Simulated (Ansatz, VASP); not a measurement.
**Si in VASP and in Ansatz**

```
Si
1.0
     3.66074    0.00000    0.00000
    -1.83037    3.17030    0.00000
     0.00000    0.00000    6.78226
Si
4
Direct
  0.33333 0.66667 0.04395
  0.66667 0.33333 0.54395
  0.33333 0.66667 0.45605
  0.66667 0.33333 0.95605
```

Alike in both runs: task single point; functional LDA; k mesh 12 × 12 × 6; occupations gaussian, width 0.03 eV; no spin polarisation.

|  | VASP | Ansatz |
| --- | --- | --- |
| version | VASP 6.6.1 | Ansatz 0.2.0 |
| potentials or method | VASP PAW LDA potentials, release 64 (Si), cutoff 520 eV | scalar-relativistic, plane waves, PAW |
| valence electrons in the cell | 16 | 16 |

VASP gave:

| Quantity | Value |
| --- | --- |
| gap on the k mesh at the Fermi level (eV) | 0.14 |
| least direct gap on the mesh (eV) | 0.18 |
| pressure (GPa) | 8.1 |
| traceless stress, the component that is largest in VASP (GPa) | -18.59 |
| rms of the force components (eV/Å) | 1.329 |

Task: Which values does Ansatz return?

Result: gap on the k mesh at the Fermi level (eV): 0.14; least direct gap on the mesh (eV): 0.19; pressure (GPa): 8.1; traceless stress, the component that is largest in VASP (GPa): -18.49; rms of the force components (eV/Å): 1.328.

Ansatz warns that its potentials were made for another functional, while VASP's fit it. LDA's correlation is that of Perdew and Zunger in VASP and of Perdew and Wang (1992) in Ansatz. Atom by atom the forces differ by 0.001 eV/Å (rms over components).
